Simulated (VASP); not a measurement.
Set up this calculation in VASP 6.6.1, as the native input.

```
Task                   : single point
Functional             : PBE
Potentials or basis    : VASP PAW PBE potentials, release 64 (Ni_sv_GW)
Cutoff                 : 590 eV
k mesh                 : 18 × 18 × 17
Occupations            : fermi-dirac, width 0.01 eV
Spin                   : collinear spin, ferromagnetic start
Starting moments       : [1.0] μB
Dipole correction      : no
Further INCAR settings : ALGO = Normal; EDIFF = 1e-06; NBANDS = 19
```

The structure of Ni lies in POSCAR:

```
Ni
1.0
    2.4129102046      0.0000000000      0.0000000000
   -1.2064551023      2.0896415342      0.0000000000
    0.0000000000      0.0000000000      2.3515256274
Ni
1
Direct
    0.0000000000      0.0000000000      0.0000000000
```

This isn't the form of Ni at room conditions, which is fcc.

One way to write it, as run:

INCAR

```
ALGO     = Normal         # electronic algorithm
EDIFF    = 1E-6           # SCF threshold, eV
ENCUT    = 590            # plane-wave cutoff, eV
GGA      = PE             # functional
GGA_COMPAT= F            
ISIF     = 2              # what is computed and relaxed
ISMEAR   = -1             # smearing method
ISPIN    = 2              # spin polarisation
LASPH    = T              # aspherical terms in the spheres
LCHARG   = T              # write CHGCAR
LELF     = T              # ELF
LMAXMIX  = 4              # l up to which the mixer works
LORBIT   = 11             # projections on sites
LREAL    = F              # projectors in reciprocal space
LVHAR    = T            
LWAVE    = F              # write WAVECAR
MAGMOM   = 1              # initial moments
NBANDS   = 19             # bands
NELM     = 200            # most SCF steps
PREC     = Accurate       # precision mode
SIGMA    = 0.01           # smearing width, eV
```

KPOINTS

```
k-points
0
Gamma
  18 18 17
```

Potentials or basis: VASP PAW PBE potentials, release 64 (Ni_sv_GW).

The run is started by

```sh
$ cat potpaw_PBE.64/Ni_sv_GW/POTCAR > POTCAR
$ mpirun -np 1 vasp_std > vasp.out
```

It gave:

* Pressure: -4.0 GPa
* Net moment: 0.58 μB per cell
* Site moments: Ni +0.60 μB
* Valence electrons inside the program's atomic spheres: Ni 16.35

Caveat: the cell stands under tension.

It took 92 s on 1 thread of Intel(R) Xeon(R) 6975P-C (Granite Rapids), on a shared host, peak memory 0.27 GiB.
